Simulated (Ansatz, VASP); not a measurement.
**Sn3Te2O in VASP and in Ansatz**

```xyz
6
Lattice="6.7649 0.0000 0.0000 -3.3824 5.8585 0.0000 0.0000 0.0000 4.8846" Properties=species:S:1:pos:R:3 pbc="T T T"
Sn    3.3824    0.0000    2.4423
Sn    1.6912    2.9293    2.4423
Sn   -1.6912    2.9293    2.4423
Te    0.0000    3.9057    0.0000
Te    3.3824    1.9528    0.0000
O     0.0000    0.0000    0.0000
```

Change from the starting cell: species swapped into the GdB2Rh3 type (P6/mmm, No. 191).

Alike in both runs: functional PBE; k mesh 6 × 6 × 8; occupations gaussian, width 0.1 eV; no spin polarisation.

Ansatz relaxed the structure, and its values are those at the end. VASP's run is a single point on that final structure, the one shown.

|  | VASP | Ansatz |
| --- | --- | --- |
| version | VASP 6.6.1 | Ansatz 0.2.0 |
| potentials or method | VASP PAW PBE potentials, release 64 (Sn_d, Te, O), cutoff 520 eV | scalar-relativistic, plane waves, PAW |
| valence electrons in the cell | 60 | 80 |

|  | VASP | Ansatz | Ansatz less VASP |
| --- | --- | --- | --- |
| gap on the k mesh at the Fermi level (eV) | none | none | - |
| pressure (GPa) | 0.0 | 0.0 | +0.04 |

A gap of «none» marks a metal or a gap that the smearing closes. VASP's potentials hold 60 valence electrons a cell and Ansatz's 80, so a difference there can come from the potentials and not from the codes.

Spin-orbit coupling is off throughout.
